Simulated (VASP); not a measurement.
Here is a VASP 6.6.1 calculation.

Contents of INCAR:

```
  PREC = Accurate
  ENCUT = 520
  EDIFF = 1E-8
  ISMEAR = -1
  SIGMA = 0.05
  LREAL = False
  LASPH = True
  NELM = 60
  ALGO = Normal
  ISIF = 2
  LWAVE = False
  LCHARG = False
  GGA = PS
  LEFG = True
  NBANDS = 28
```

The input KPOINTS:

```
regular mesh
0
Gamma
  8 8 8
```

The input POSCAR:

```
BaTiO3
1.0
    3.9841000000      0.0000000000      0.0000000000
    0.0000000000      2.8370500000      2.9027160000
    0.0000000000     -2.8370500000      2.9027160000
Ba Ti O
1 1 3
Direct
    0.0000000000      0.0000000000      0.0000000000
    0.5000000000      0.5079000000      0.5079000000
    0.0000000000      0.4921000000      0.4921000000
    0.5000000000      0.5025100000      0.9937100000
    0.5000000000      0.9937100000      0.5025100000
```

Potentials or basis: VASP PAW PBE potentials, release 64 (Ba_sv, Ti_sv, O).

The run is started by

```console
$ cat potpaw_PBE.64/Ba_sv/POTCAR potpaw_PBE.64/Ti_sv/POTCAR potpaw_PBE.64/O/POTCAR > POTCAR
$ mpirun -np 1 vasp_std > vasp.out
```

Question: Estimate the largest force.

Answer: 0.318 eV/Å.

Question: What does it give for the pressure?

Answer: -5.6 GPa.

Electric field gradients, principal values (V/Å²):
```tsv
atom	least	middle	greatest (by size)
1 Ba	0.648	11.684	-12.332
2 Ti	3.516	10.687	-14.203
3 O	-9.616	-11.417	21.033
4 O	-11.054	-15.192	26.246
5 O	-11.054	-15.192	26.246
```

Caveat: the cell differs from its parent crystal (zz strain of +2 %); the cell stands under tension; without QUAD_EFG the Cq values of the log hold for a quadrupole moment of 1 mb, not for the nuclei; the PAW data sets were made with another functional, which shifts forces and pressure a little.
